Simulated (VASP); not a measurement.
# Ru (R-3m) in VASP: a series of runs

The runs below take Ru through single point, with PBE.

Everything below comes from runs of VASP 6.6.1. Logs are shortened: lines on timing, memory, paths and dates and some standing lists are left out, and cuts for length are marked.

**1. The cell of the first run**

Symmetry: R-3m, No. 166, trigonal system. Conventional cell: a = 2.708 Å, b = 2.708 Å, c = 6.286 Å, α = 90.00°, β = 90.00°, γ = 120.00°. Ru (site symmetry -3m) has 12 Ru at 2.61 to 2.71 Å within 3.4 Å.

**2. Single point, PBE**

Contents of INCAR:

```
SYSTEM = Ru
  PREC = Accurate
  ENCUT = 520
  EDIFF = 1E-6
  ISMEAR = 0
  SIGMA = 0.15
  LREAL = .False.
  LASPH = .True.
  NELM = 60
  ALGO = Normal
  ISIF = 2
  LWAVE = .False.
  LCHARG = .False.
  GGA = PE
  NBANDS = 13
```

Contents of KPOINTS:

```
regular mesh
0
Gamma
  20 20 20
  0 0 0
```

Contents of POSCAR:

```
Ru
1.0
   -0.0666779414      1.8479315181      1.8479315181
    1.8479315181     -0.0666779414      1.8479315181
    1.8479315181      1.8479315181     -0.0666779414
Ru
1
Direct
    0.0000000000      0.0000000000      0.0000000000
```

Potentials or basis: VASP PAW PBE potentials, release 64 (Ru_pv).

The run is started by

```console
> cat potpaw_PBE.64/Ru_pv/POTCAR > POTCAR
> mpirun -np 1 vasp_std > vasp.out
```

OUTCAR:

```text
SYSTEM = Ru
   PREC = Accurate
   ENCUT = 520
   EDIFF = 1E-6
   ISMEAR = 0
   LREAL = .False.
   LASPH = .True.
   NELM = 60
   ISIF = 2
   GGA = PE

 ion  position               nearest neighbor table
   1  0.000  0.000  0.000-

  LATTYP: Found a trigonal (rhomboedric) cell.
 ALAT       =     2.6142202928
 COS(alpha) =     0.4636157247

  Lattice vectors:

 A1 = (  -0.0666779414,   1.8479315181,   1.8479315181)
 A2 = (   1.8479315181,  -0.0666779414,   1.8479315181)
 A3 = (   1.8479315181,   1.8479315181,  -0.0666779414)

Analysis of symmetry for initial positions (statically):
=====================================================================
 Subroutine PRICEL returns:
 Original cell was already a primitive cell.

 Routine SETGRP: Setting up the symmetry group for a
 trigonal (rhombohedral) supercell.

 Subroutine GETGRP returns: Found 12 space group operations
 (whereof 12 operations were pure point group operations)
 out of a pool of 12 trial point group operations.

The static configuration has the point symmetry D_3d.

Analysis of symmetry for dynamics (positions and initial velocities):
=====================================================================
 Subroutine PRICEL returns:
 Original cell was already a primitive cell.

 Routine SETGRP: Setting up the symmetry group for a
 trigonal (rhombohedral) supercell.

 Subroutine GETGRP returns: Found 12 space group operations
 (whereof 12 operations were pure point group operations)
 out of a pool of 12 trial point group operations.

The dynamic configuration has the point symmetry D_3d.

 Subroutine INISYM returns: Found 12 space group operations
 (whereof 12 operations are pure point group operations),
 and found     1 'primitive' translations

----------------------------------------------------------------------------------------

                                     Primitive cell

  volume of cell :      13.3036

  direct lattice vectors                    reciprocal lattice vectors
    -0.066677941  1.847931518  1.847931518    -0.256351835  0.265947893  0.265947893
     1.847931518 -0.066677941  1.847931518     0.265947893 -0.256351835  0.265947893
     1.847931518  1.847931518 -0.066677941     0.265947893  0.265947893 -0.256351835

  length of vectors
     2.614220293  2.614220293  2.614220293     0.455162418  0.455162418  0.455162418

  position of ions in fractional coordinates (direct lattice)
     0.000000000  0.000000000  0.000000000

  ion indices of the primitive-cell ions
   primitive index   ion index
                 1           1

----------------------------------------------------------------------------------------

 KPOINTS: regular mesh

Automatic generation of k-mesh.
 Grid dimensions read from file:
 generate k-points for:   20   20   20

 Generating k-lattice:

  Cartesian coordinates                     Fractional coordinates (reciprocal lattice)
    -0.012817592  0.013297395  0.013297395     0.050000000  0.000000000  0.000000000
     0.013297395 -0.012817592  0.013297395     0.000000000  0.050000000  0.000000000
     0.013297395  0.013297395 -0.012817592     0.000000000  0.000000000  0.050000000

  Length of vectors
     0.022758121  0.022758121  0.022758121

  Shift w.r.t. Gamma in fractional coordinates (k-lattice)
     0.000000000  0.000000000  0.000000000

 Subroutine IBZKPT returns following result:
 ===========================================

 Found    781 irreducible k-points:

 Following reciprocal coordinates:
            Coordinates               Weight
  0.000000  0.000000  0.000000      1.000000
  0.050000  0.000000 -0.000000      6.000000
  0.100000  0.000000 -0.000000      6.000000
  0.150000  0.000000  0.000000      6.000000
  0.200000  0.000000 -0.000000      6.000000
  0.250000  0.000000 -0.000000      6.000000
[... 16 lines left out ...]
 -0.400000  0.050000 -0.000000     12.000000
 -0.350000  0.050000  0.000000     12.000000
 [... further k-points ...]
   k-points           NKPTS =    781   k-points in BZ     NKDIM =    781   number of bands    NBANDS=     13
   number of dos      NEDOS =    301   number of ions     NIONS =      1
   total plane-waves  NPLWV =   8000
   dimension x,y,z NGX =    20 NGY =   20 NGZ =   20
   dimension x,y,z NGXF=    40 NGYF=   40 NGZF=   40
   ions per type =               1
   NGX,Y,Z   is equivalent  to a cutoff of  12.72, 12.72, 12.72 a.u.
   NGXF,Y,Z  is equivalent  to a cutoff of  25.44, 25.44, 25.44 a.u.
 SYSTEM =  Ru
   PREC   = accura    normal or accurate (medium, high low for compatibility)
   ISTART =      0    job   : 0-new  1-cont  2-samecut
   ICHARG =      2    charge: 1-file 2-atom 10-const
   ISPIN  =      1    spin polarized calculation?
   LNONCOLLINEAR =      F non collinear calculations
   LSORBIT =      F    spin-orbit coupling
   LASPH  =      T    aspherical Exc in radial PAW
   ENCUT  =  520.0 eV  38.22 Ry    6.18 a.u.   4.86  4.86  4.86*2*pi/ulx,y,z
   NELM   =     60;   NELMIN=  2; NELMDL= -5     # of ELM steps
   EDIFF  = 0.1E-05   stopping-criterion for ELM
   LREAL  =      F    real-space projection
   EDIFFG = 0.1E-04   stopping-criterion for IOM
   NSW    =      0    number of steps for IOM
   IBRION =     -1    ionic relax: 0-MD 1-quasi-New 2-CG
   NFREE  =      0    steps in history (QN), initial steepest desc. (CG)
   ISIF   =      2    stress and relaxation
   ISYM   =      2    0-nonsym 1-usesym 2-fastsym
   POTIM  = 0.5000    time-step for ionic-motion
   TEBEG  =    0.0;   TEEND  =   0.0 temperature during run
   PSTRESS=    0.0 pullay stress
   NELECT =      14.0000    total number of electrons
   NUPDOWN=      -1.0000    fix difference up-down
   EMIN   =  10.00;   EMAX   =-10.00  energy-range for DOS
   EFERMI =   0.00;   METHOD = LEGACY
   ISMEAR =     0;   SIGMA  =   0.15  broadening in eV -4-tet -1-fermi 0-gaus
   EFERMI_NEDOS =   21; number of points for ismear=-14 and -15
   IALGO  =     38    algorithm
   IMIX   =      4    mixing-type and parameters
     AMIX     =   0.40;   BMIX     =  1.00
     AMIX_MAG =   1.60;   BMIX_MAG =  1.00
  volume/ion in A,a.u.               =      13.30        89.78
  Fermi-wavevector in a.u.,A,eV,Ry     =   1.665179  3.146733 37.726535  2.772822
  Thomas-Fermi vector in A             =   2.751594
   LORBIT       =      0    0 simple, 1 ext, 2 COOP (PROOUT), +10 PAW based schemes
   GGA     = PE    functional components
   LHFCALC =     F    Hartree Fock is set to
   AEXX    =    0.0000 exact exchange contribution
   IVDW    =     0    specifies the selected vdW correction
   LEPSILON=     F    determine dielectric tensor
   LRPA    =     F    only Hartree local field effects (RPA)
 non-spin polarized calculation
 Gauss-broadening in eV      SIGMA  =   0.15
  energy-cutoff  :      520.00
  volume of cell :       13.30
 maximum number of plane-waves:       368
   NGX =  9   NGY =  9   NGZ =  9

 number of electron      14.0000002 magnetization

 Free energy of the ion-electron system (eV)
  ---------------------------------------------------
  ext. energy  EPLUGINS =         0.00000000
  ---------------------------------------------------
  free energy    TOTEN  =        -9.05990711 eV

  energy without entropy =       -9.04660085  energy(sigma->0) =       -9.05325398

 E-fermi :  13.1438     XC(G=0): -14.2417

 val. band max:       13.1433522686   @ k =   0.2000   0.0500   0.0500
 cond. band min:      13.1528355231   @ k =  -0.2500  -0.3000   0.0500
 fundamental gap:      0.0094832545
 Fermi energy:        13.1438358841

 k-point     1 :       0.0000    0.0000    0.0000
  band No.  band energies     occupation
      1     -29.3227      2.00000
      2     -29.3227      2.00000
      3     -29.2307      2.00000
      4       5.1095      2.00000
      5      10.1571      2.00000
      6      10.1571      2.00000
      7      11.0244      2.00000
      8      13.0499      1.62400
      9      13.0499      1.62399
     10      23.6608      0.00000
     11      28.1544      0.00000
     12      33.5189      0.00000
     13      33.5189      0.00000

 k-point     2 :       0.0500    0.0000   -0.0000
  band No.  band energies     occupation
      1     -29.3479      2.00000
      2     -29.3254      2.00000
      3     -29.2383      2.00000
      4       5.2165      2.00000
      5      10.1271      2.00000
      6      10.1912      2.00000
      7      11.0517      2.00000
      8      13.0221      1.74880
      9      13.0255      1.73547
     10      23.6608      0.00000
     11      28.3319      0.00000
     12      33.0928      0.00000
     13      33.7064      0.00000

 k-point     3 :       0.1000    0.0000   -0.0000
  band No.  band energies     occupation
      1     -29.4259      2.00000
      2     -29.3333      2.00000
      3     -29.2549      2.00000
      4       5.5248      2.00000
      5      10.0361      2.00000
      6      10.2810      2.00000
      7      11.1422      2.00000
      8      12.9577      1.92068
      9      12.9701      1.89866
     10      23.6608      0.00000
     11      28.8284      0.00000
     12      32.0476      0.00000
     13      34.2568      0.00000
[... 305 lines left out ...]
 k-point    23 :      -0.4000    0.0500   -0.0000
  band No.  band energies     occupation
      1     -30.3431      2.00000
      2     -29.4488      2.00000
      3     -29.3950      2.00000
      4       7.0669      2.00000
      5       9.9993      2.00000
      6      10.9428      2.00000
      7      12.7029      1.99997
      8      14.4994      0.00000
      9      15.1002      0.00000
     10      23.6566      0.00000
     11      24.2719      0.00000
     12      28.5329      0.00000
     13      34.2782      0.00000

 k-point    24 :      -0.3500    0.0500    0.0000
  band No.  band energies     occupation
      1     -30.2366      2.00000
      2     -29.4409      2.00000
      3     -29.3771      2.00000
      4       7.1502      2.00000
      5      10.1250      2.00000
      6      11.0475      2.00000
      7      11.8473      2.00000
      8      14.0398      0.00000
      9      14.6489      0.00000
     10      23.6597      0.00000
     11      25.4829      0.00000
     12      29.1357      0.00000
     13      35.0591      0.00000

 [... further k-points ...]

------------------------ aborting loop because EDIFF is reached ----------------------------------------

  FORCE on cell =-STRESS in cart. coord.  units (eV):
  Direction    XX          YY          ZZ          XY          YZ          ZX
  --------------------------------------------------------------------------------------
  -------------------------------------------------------------------------------------
  Total        1.1936202      1.1936202      1.1936202      0.8164027      0.8164027      0.8164027
  in kB      143.7497889    143.7497889    143.7497889     98.3208246     98.3208246     98.3208246
  external PRESSURE =     143.7497889 kB  Pullay stress =       0.0000000 kB

 VOLUME and BASIS-vectors are now :
 -----------------------------------------------------------------------------
  energy-cutoff  :      520.00
  volume of cell :       13.30
      direct lattice vectors                 reciprocal lattice vectors
    -0.066677941  1.847931518  1.847931518    -0.256351835  0.265947893  0.265947893
     1.847931518 -0.066677941  1.847931518     0.265947893 -0.256351835  0.265947893
     1.847931518  1.847931518 -0.066677941     0.265947893  0.265947893 -0.256351835

 POSITION                                       TOTAL-FORCE (eV/Angst)
 -----------------------------------------------------------------------------------
      0.00000      0.00000      0.00000         0.000000     -0.000000      0.000000
 -----------------------------------------------------------------------------------
    total drift:                                0.000000     -0.000000      0.000000

  FREE ENERGIE OF THE ION-ELECTRON SYSTEM (eV)
  ---------------------------------------------------
  free  energy   TOTEN  =        -9.0599071132 eV

  energy  without entropy=       -9.0466008476  energy(sigma->0) =       -9.05325398
```

Run time: 56 s. Hardware: 1 thread of Intel Xeon Platinum 8488C (Sapphire Rapids), shared host; peak memory 0.23 GiB.

Results:

| Property | Result |
| --- | --- |
| Free energy | -9.0599 eV |
| Pressure | 14.4 GPa |
| Band gap on the k mesh | zero (band 7 reaches 15.43 eV, above the bottom of band 8 at 11.79 eV) |

Stress tensor (GPa, compression positive):
```
14.37  9.83  9.83
 9.83 14.37  9.83
 9.83  9.83 14.37
```

[end of part 1 of 2]
